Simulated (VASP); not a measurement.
# GaN: single point with r2SCAN

The system is GaN.

```xyz
4
Lattice="3.2754 0.0000 0.0000 -1.6377 2.8366 0.0000 0.0000 0.0000 5.0885" Properties=species:S:1:pos:R:3 pbc="T T T"
Ga    0.0000    1.8911    0.0000
Ga    1.6377    0.9455    2.5443
N     0.0000    1.8911    1.9082
N     1.6377    0.9455    4.4524
```

This cell differs from its parent crystal: strain +0.030 along x and y, -0.015 along z.

```json
{
  "Program": "VASP 6.6.1",
  "Task": "single point",
  "Functional": "r2SCAN",
  "Potentials or basis": "VASP PAW PBE potentials, release 64 (Ga_d, N)",
  "Cutoff": "520 eV",
  "k mesh": "12 × 12 × 6",
  "Occupations": "gaussian, width 0.05 eV",
  "Spin": "no spin polarisation",
  "Dipole correction": "no",
  "Further INCAR settings": "ALGO = Normal; EDIFF = 1e-06; NBANDS = 26"
}
```

- Pressure: -5.4 GPa
- Largest force: 0.631 eV/Å
- Band gap on the k mesh: 2.08 eV

Forces in eV/Å, atoms in the order of the input:
```
Ga   0.000  0.000 -0.631
Ga   0.000  0.000 -0.631
N    0.000  0.000  0.631
N    0.000  0.000  0.631
```

Stress tensor (GPa, compression positive):
```
-11.61   0.00   0.00
  0.00 -11.61   0.00
  0.00   0.00   6.99
```

Levels at points of the mesh, in eV from the valence-band top:
```tsv
k point	band 16	band 17	band 18	band 19	band 20	band 21
(0.00, 0.00, 0.00)	-0.06	-0.06	0.00	2.08	4.11	9.94
(0.50, 0.00, 0.00)	-2.90	-2.22	-0.91	5.12	5.87	6.71
(0.00, 0.00, 0.50)	-0.67	-0.67	-0.67	4.33	4.33	9.22
(0.50, 0.00, 0.50)	-1.99	-1.76	-1.76	4.80	4.80	8.29
```

It took 94 s on 1 thread of Intel(R) Xeon(R) 6975P-C (Granite Rapids), on a shared host, peak memory 0.21 GiB.

Caveat: the cell differs from its parent crystal (strain +0.030 along x and y, -0.015 along z); the cell stands under tension; the PAW data sets were made with another functional, which shifts forces and pressure a little.
